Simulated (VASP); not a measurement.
Input of a VASP 6.6.1 run:

The input INCAR:

```
ALGO = Normal
EDIFF = 1E-6
ENCUT = 520
GGA = PS
ISIF = 2
ISMEAR = -1
LASPH = True
LCHARG = False
LREAL = False
LWAVE = False
NBANDS = 16
NELM = 60
PREC = Accurate
SIGMA = 0.05
```

The input KPOINTS:

```
k-points
0
Gamma
  10 10 10
```

Contents of POSCAR:

```
HgTe
1.0
   -2.8852067610      2.8852067610      1.5979407428
    2.8852067610     -2.8852067610      1.5979407428
    2.8852067610      2.8852067610     -1.5979407428
Hg Te
1 1
Direct
    0.7500000000      0.2500000000      0.5000000000
    0.0000000000      0.0000000000      0.0000000000
```

Potentials or basis: VASP PAW PBE potentials, release 64 (Hg, Te).

Command:

```bash
$ cat potpaw_PBE.64/Hg/POTCAR potpaw_PBE.64/Te/POTCAR > POTCAR
$ mpirun -np 1 vasp_std > vasp.out
```

(1) What does it give for the band gap on the k mesh?

(2) What does it give for the pressure?

Results:

(1) zero (band 9 reaches 7.42 eV, above the bottom of band 10 at 3.20 eV).

(2) 0.2 GPa.

Caveat: the PAW data sets were made with another functional, which shifts forces and pressure a little; spin-orbit coupling is left out, which moves the levels of the heavy elements.
